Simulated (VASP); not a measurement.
# SiC (P6_3mc) in VASP: notebook

The runs below take SiC through single point, with PBE.

Program: VASP 6.6.1. These are calculated values, not measurements. Logs are shortened: lines on timing, memory, paths and dates and some standing lists are left out, and cuts for length are marked.

## (1) The cell of the first run

Symmetry: P6_3mc, No. 186, hexagonal system. The conventional cell has a = 2.847 Å, b = 2.847 Å, c = 10.940 Å, α = 90.00°, β = 90.00°, γ = 120.00°. Si (site symmetry 3m) has 4 C at 1.78 to 2.06 Å within 2.4 Å. Within 2.4 Å of Si (site symmetry 3m) lie 4 C at 1.78 to 2.05 Å. C (site symmetry 3m) has 4 Si at 1.78 to 2.06 Å within 2.4 Å. Within 2.4 Å of C (site symmetry 3m) lie 4 Si at 1.78 to 2.05 Å.

## (2) Single point, PBE (strain -0.080 along x and y, +0.080 along z)

The input, INCAR:

```
SYSTEM = SiC
PREC = Accurate
ENCUT = 520
EDIFF = 1E-6
ISMEAR = 0
SIGMA = 0.05
LREAL = .False.
LASPH = .True.
NELM = 60
ALGO = Normal
ISIF = 2
LWAVE = .False.
LCHARG = .False.
GGA = PE
NBANDS = 26
```

The input, KPOINTS:

```
Automatic mesh
0
Gamma
  12 12 4
  0 0 0
```

The input, POSCAR:

```
SiC
1.0
    2.8465905663      0.0000000000      0.0000000000
   -1.4232952831      2.4652197446      0.0000000000
    0.0000000000      0.0000000000     10.9396863344
Si C
4 4
Direct
    0.6666666667      0.3333333333      0.9378441878
    0.3333333333      0.6666666667      0.4378441878
    0.0000000000      0.0000000000      0.6878995565
    0.0000000000      0.0000000000      0.1878995565
    0.6666666667      0.3333333333      0.7498074459
    0.3333333333      0.6666666667      0.2498074459
    0.0000000000      0.0000000000      0.5004478098
    0.0000000000      0.0000000000      0.0004478098
```

Potentials or basis: VASP PAW PBE potentials, release 64 (Si, C).

Run with:

```
cat potpaw_PBE.64/Si/POTCAR potpaw_PBE.64/C/POTCAR > POTCAR
mpirun -np 1 vasp_std > vasp.out
```

OUTCAR:

```text
SYSTEM = SiC
   PREC = Accurate
   ENCUT = 520
   EDIFF = 1E-6
   ISMEAR = 0
   LREAL = .False.
   LASPH = .True.
   NELM = 60
   ISIF = 2
   GGA = PE

 ion  position               nearest neighbor table
   1  0.667  0.333  0.938-   8 1.78   8 1.78   8 1.78   5 2.06
   2  0.333  0.667  0.438-   7 1.78   7 1.78   7 1.78   6 2.06
   3  0.000  0.000  0.688-   5 1.78   5 1.78   5 1.78   7 2.05
   4  0.000  0.000  0.188-   6 1.78   6 1.78   6 1.78   8 2.05
   5  0.667  0.333  0.750-   3 1.78   3 1.78   3 1.78   1 2.06
   6  0.333  0.667  0.250-   4 1.78   4 1.78   4 1.78   2 2.06
   7  0.000  0.000  0.500-   2 1.78   2 1.78   2 1.78   3 2.05
   8  0.000  0.000  0.000-   1 1.78   1 1.78   1 1.78   4 2.05

  LATTYP: Found a hexagonal cell.
 ALAT       =     2.8465905663
 C/A-ratio  =     3.8430838857

  Lattice vectors:

 A1 = (   2.8465905663,   0.0000000000,   0.0000000000)
 A2 = (  -1.4232952831,   2.4652197446,   0.0000000000)
 A3 = (   0.0000000000,   0.0000000000,  10.9396863344)

Analysis of symmetry for initial positions (statically):
=====================================================================
 Subroutine PRICEL returns:
 Original cell was already a primitive cell.

 Routine SETGRP: Setting up the symmetry group for a
 hexagonal supercell.

 Subroutine GETGRP returns: Found 12 space group operations
 (whereof  6 operations were pure point group operations)
 out of a pool of 24 trial point group operations.

The static configuration has the point symmetry C_3v.
 The point group associated with its full space group is C_6v.

Analysis of symmetry for dynamics (positions and initial velocities):
=====================================================================
 Subroutine PRICEL returns:
 Original cell was already a primitive cell.

 Routine SETGRP: Setting up the symmetry group for a
 hexagonal supercell.

 Subroutine GETGRP returns: Found 12 space group operations
 (whereof  6 operations were pure point group operations)
 out of a pool of 24 trial point group operations.

The dynamic configuration has the point symmetry C_3v.
 The point group associated with its full space group is C_6v.

 Subroutine INISYM returns: Found 12 space group operations
 (whereof  6 operations are pure point group operations),
 and found     1 'primitive' translations

----------------------------------------------------------------------------------------

                                     Primitive cell

  volume of cell :      76.7689

  direct lattice vectors                    reciprocal lattice vectors
     2.846590566  0.000000000  0.000000000     0.351297447  0.202821676  0.000000000
    -1.423295283  2.465219745  0.000000000     0.000000000  0.405643352  0.000000000
     0.000000000  0.000000000 10.939686334     0.000000000  0.000000000  0.091410299

  length of vectors
     2.846590566  2.846590566 10.939686334     0.405643352  0.405643352  0.091410299

  position of ions in fractional coordinates (direct lattice)
     0.666666667  0.333333333  0.937844188
     0.333333333  0.666666667  0.437844188
     0.000000000  0.000000000  0.687899556
     0.000000000  0.000000000  0.187899556
     0.666666667  0.333333333  0.749807446
     0.333333333  0.666666667  0.249807446
     0.000000000  0.000000000  0.500447810
     0.000000000  0.000000000  0.000447810

  ion indices of the primitive-cell ions
   primitive index   ion index
                 1           1
                 2           2
                 3           3
                 4           4
                 5           5
                 6           6
                 7           7
                 8           8

----------------------------------------------------------------------------------------

 KPOINTS: Automatic mesh

Automatic generation of k-mesh.
 Grid dimensions read from file:
 generate k-points for:   12   12    4

 Generating k-lattice:

  Cartesian coordinates                     Fractional coordinates (reciprocal lattice)
     0.029274787  0.016901806  0.000000000     0.083333333  0.000000000  0.000000000
     0.000000000  0.033803613  0.000000000     0.000000000  0.083333333  0.000000000
     0.000000000  0.000000000  0.022852575     0.000000000  0.000000000  0.250000000

  Length of vectors
     0.033803613  0.033803613  0.022852575

  Shift w.r.t. Gamma in fractional coordinates (k-lattice)
     0.000000000  0.000000000  0.000000000

 Subroutine IBZKPT returns following result:
 ===========================================

 Found     57 irreducible k-points:

 Following reciprocal coordinates:
            Coordinates               Weight
  0.000000  0.000000  0.000000      1.000000
  0.083333  0.000000  0.000000      6.000000
  0.166667 -0.000000  0.000000      6.000000
  0.250000 -0.000000  0.000000      6.000000
  0.333333 -0.000000  0.000000      6.000000
  0.416667  0.000000  0.000000      6.000000
[... 16 lines left out ...]
  0.250000 -0.000000  0.250000     12.000000
  0.333333 -0.000000  0.250000     12.000000
 [... further k-points ...]
   k-points           NKPTS =     57   k-points in BZ     NKDIM =     57   number of bands    NBANDS=     26
   number of dos      NEDOS =    301   number of ions     NIONS =      8
   total plane-waves  NPLWV =  48384
   dimension x,y,z NGX =    24 NGY =   24 NGZ =   84
   dimension x,y,z NGXF=    48 NGYF=   48 NGZF=  168
   ions per type =               4   4
   NGX,Y,Z   is equivalent  to a cutoff of  14.02, 14.02, 12.77 a.u.
   NGXF,Y,Z  is equivalent  to a cutoff of  28.03, 28.03, 25.53 a.u.
 SYSTEM =  SiC
   PREC   = accura    normal or accurate (medium, high low for compatibility)
   ISTART =      0    job   : 0-new  1-cont  2-samecut
   ICHARG =      2    charge: 1-file 2-atom 10-const
   ISPIN  =      1    spin polarized calculation?
   LNONCOLLINEAR =      F non collinear calculations
   LSORBIT =      F    spin-orbit coupling
   LASPH  =      T    aspherical Exc in radial PAW
   ENCUT  =  520.0 eV  38.22 Ry    6.18 a.u.   5.29  5.29 20.34*2*pi/ulx,y,z
   NELM   =     60;   NELMIN=  2; NELMDL= -5     # of ELM steps
   EDIFF  = 0.1E-05   stopping-criterion for ELM
   LREAL  =      F    real-space projection
   EDIFFG = 0.1E-04   stopping-criterion for IOM
   NSW    =      0    number of steps for IOM
   IBRION =     -1    ionic relax: 0-MD 1-quasi-New 2-CG
   NFREE  =      0    steps in history (QN), initial steepest desc. (CG)
   ISIF   =      2    stress and relaxation
   ISYM   =      2    0-nonsym 1-usesym 2-fastsym
   POTIM  = 0.5000    time-step for ionic-motion
   TEBEG  =    0.0;   TEEND  =   0.0 temperature during run
   PSTRESS=    0.0 pullay stress
   NELECT =      32.0000    total number of electrons
   NUPDOWN=      -1.0000    fix difference up-down
   EMIN   =  10.00;   EMAX   =-10.00  energy-range for DOS
   EFERMI =   0.00;   METHOD = LEGACY
   ISMEAR =     0;   SIGMA  =   0.05  broadening in eV -4-tet -1-fermi 0-gaus
   EFERMI_NEDOS =   21; number of points for ismear=-14 and -15
   IALGO  =     38    algorithm
   IMIX   =      4    mixing-type and parameters
     AMIX     =   0.40;   BMIX     =  1.00
     AMIX_MAG =   1.60;   BMIX_MAG =  1.00
  volume/ion in A,a.u.               =       9.60        64.76
  Fermi-wavevector in a.u.,A,eV,Ry     =   1.222915  2.310975 20.347804  1.495521
  Thomas-Fermi vector in A             =   2.358045
   LORBIT       =      0    0 simple, 1 ext, 2 COOP (PROOUT), +10 PAW based schemes
   GGA     = PE    functional components
   LHFCALC =     F    Hartree Fock is set to
   AEXX    =    0.0000 exact exchange contribution
   IVDW    =     0    specifies the selected vdW correction
   LEPSILON=     F    determine dielectric tensor
   LRPA    =     F    only Hartree local field effects (RPA)
 non-spin polarized calculation
 Gauss-broadening in eV      SIGMA  =   0.05
  energy-cutoff  :      520.00
  volume of cell :       76.77
 maximum number of plane-waves:      2087
 NGX is ok and might be reduce to    24
   NGX = 11   NGY = 11   NGZ = 41

 number of electron      31.9999998 magnetization

 Free energy of the ion-electron system (eV)
  ---------------------------------------------------
  ext. energy  EPLUGINS =         0.00000000
  ---------------------------------------------------
  free energy    TOTEN  =       -57.19645247 eV

  energy without entropy =      -57.19645247  energy(sigma->0) =      -57.19645247

 E-fermi :   9.6826     XC(G=0): -11.6800

 val. band max:        9.4617314244   @ k =   0.0000   0.0000   0.0000
 cond. band min:      10.5749493938   @ k =   0.5000  -0.0000   0.0000
 fundamental gap:      1.1132179694
 Fermi energy:         9.6825914069

 k-point     1 :       0.0000    0.0000    0.0000
  band No.  band energies     occupation
      1      -7.1258      2.00000
      2      -6.1848      2.00000
      3      -6.1774      2.00000
      4      -4.5442      2.00000
      5      -0.2141      2.00000
      6       3.2635      2.00000
[... 18 lines left out ...]
     25      18.4331      0.00000
     26      18.7761      0.00000

 k-point     2 :       0.0833    0.0000    0.0000
  band No.  band energies     occupation
      1      -6.9814      2.00000
      2      -6.0434      2.00000
      3      -6.0361      2.00000
      4      -4.4119      2.00000
      5      -0.0726      2.00000
      6       3.3751      2.00000
[... 18 lines left out ...]
     25      18.4210      0.00000
     26      18.4230      0.00000

 k-point     3 :       0.1667   -0.0000    0.0000
  band No.  band energies     occupation
      1      -6.5513      2.00000
      2      -5.6229      2.00000
      3      -5.6158      2.00000
      4      -4.0206      2.00000
      5       0.3468      2.00000
      6       3.6823      2.00000
[... 18 lines left out ...]
     25      18.9683      0.00000
     26      19.2141      0.00000

 k-point     4 :       0.2500   -0.0000    0.0000
  band No.  band energies     occupation
      1      -5.8461      2.00000
      2      -4.9371      2.00000
      3      -4.9297      2.00000
      4      -3.3930      2.00000
      5       1.0201      2.00000
      6       3.8932      2.00000
[... 18 lines left out ...]
     25      18.3732      0.00000
     26      18.9388      0.00000

 k-point     5 :       0.3333   -0.0000    0.0000
  band No.  band energies     occupation
      1      -4.8920      2.00000
      2      -4.0232      2.00000
      3      -4.0113      2.00000
      4      -2.5961      2.00000
      5       1.7726      2.00000
      6       2.5283      2.00000
[... 18 lines left out ...]
     25      17.8957      0.00000
     26      18.1805      0.00000

 k-point     6 :       0.4167    0.0000    0.0000
  band No.  band energies     occupation
      1      -3.7645      2.00000
      2      -3.0084      2.00000
      3      -2.9701      2.00000
      4      -1.8948      2.00000
      5       0.8624      2.00000
      6       1.3228      2.00000
[... 427 lines left out ...]
 k-point    21 :       0.0833    0.0000    0.2500
  band No.  band energies     occupation
      1      -6.9202      2.00000
      2      -6.4410      2.00000
      3      -5.5575      2.00000
      4      -4.6000      2.00000
      5       0.2326      2.00000
      6       2.1141      2.00000
[... 18 lines left out ...]
     25      18.3376      0.00000
     26      18.3970      0.00000

 k-point    22 :       0.1667   -0.0000    0.2500
  band No.  band energies     occupation
      1      -6.4906      2.00000
      2      -6.0160      2.00000
      3      -5.1435      2.00000
      4      -4.2038      2.00000
      5       0.6432      2.00000
      6       2.4714      2.00000
[... 18 lines left out ...]
     25      18.9025      0.00000
     26      19.1697      0.00000

 k-point    23 :       0.2500   -0.0000    0.2500
  band No.  band energies     occupation
      1      -5.7866      2.00000
      2      -5.3213      2.00000
      3      -4.4702      2.00000
      4      -3.5663      2.00000
      5       1.2951      2.00000
      6       2.9579      2.00000
[... 18 lines left out ...]
     25      18.5086      0.00000
     26      18.6792      0.00000

 k-point    24 :       0.3333   -0.0000    0.2500
  band No.  band energies     occupation
      1      -4.8346      2.00000
      2      -4.3873      2.00000
      3      -3.5798      2.00000
      4      -2.7496      2.00000
      5       1.9221      2.00000
      6       2.4920      2.00000
[... 18 lines left out ...]
     25      17.9919      0.00000
     26      18.0601      0.00000

 [... further k-points ...]
[... 5 lines left out ...]
  --------------------------------------------------------------------------------------
  -------------------------------------------------------------------------------------
  Total       30.3941345     30.3941345    -15.7478398      0.0000000     -0.0000000      0.0000000
  in kB      634.3294136    634.3294136   -328.6593994      0.0000000     -0.0000000      0.0000000
  external PRESSURE =     313.3331426 kB  Pullay stress =       0.0000000 kB

 VOLUME and BASIS-vectors are now :
 -----------------------------------------------------------------------------
  energy-cutoff  :      520.00
  volume of cell :       76.77
      direct lattice vectors                 reciprocal lattice vectors
     2.846590566  0.000000000  0.000000000     0.351297447  0.202821676  0.000000000
    -1.423295283  2.465219745  0.000000000     0.000000000  0.405643352  0.000000000
     0.000000000  0.000000000 10.939686334     0.000000000  0.000000000  0.091410299

 POSITION                                       TOTAL-FORCE (eV/Angst)
 -----------------------------------------------------------------------------------
      1.42330      0.82174     10.25972         0.000000      0.000000     -1.123729
     -0.00000      1.64348      4.78988        -0.000000     -0.000000     -1.123729
      0.00000      0.00000      7.52541        -0.000000     -0.000000     -1.266520
      0.00000      0.00000      2.05556         0.000000      0.000000     -1.266520
      1.42330      0.82174      8.20266         0.000000     -0.000000      1.253018
     -0.00000      1.64348      2.73282         0.000000     -0.000000      1.253018
      0.00000      0.00000      5.47474         0.000000     -0.000000      1.137231
      0.00000      0.00000      0.00490        -0.000000      0.000000      1.137231
 -----------------------------------------------------------------------------------
    total drift:                               -0.000000     -0.000000      0.000291

  FREE ENERGIE OF THE ION-ELECTRON SYSTEM (eV)
  ---------------------------------------------------
  free  energy   TOTEN  =       -57.1964524745 eV

  energy  without entropy=      -57.1964524745  energy(sigma->0) =      -57.19645247
```

Wall time 80 s (1 thread of AMD EPYC 9R45 (Zen 5), shared host); peak memory 0.21 GiB.

What came out:

- Free energy: -57.1965 eV
- Pressure: 31.3 GPa
- Largest force: 1.267 eV/Å
- Band gap on the k mesh: 1.11 eV, indirect (least direct gap 2.63 eV)

Forces on the atoms (eV/Å):
```
Si   0.000  0.000 -1.124
Si   0.000  0.000 -1.124
Si   0.000  0.000 -1.267
Si   0.000  0.000 -1.267
C    0.000  0.000  1.253
C    0.000  0.000  1.253
C    0.000  0.000  1.137
C    0.000  0.000  1.137
```

Stress tensor (GPa, compression positive):
```
 63.43   0.00   0.00
  0.00  63.43   0.00
  0.00   0.00 -32.87
```

Caveat: the cell differs from its parent crystal (strain -0.080 along x and y, +0.080 along z); forces of over 1 eV/Å act on the atoms, so gaps and moduli don't describe the material at rest.

(Continued in part 2 of 2.)
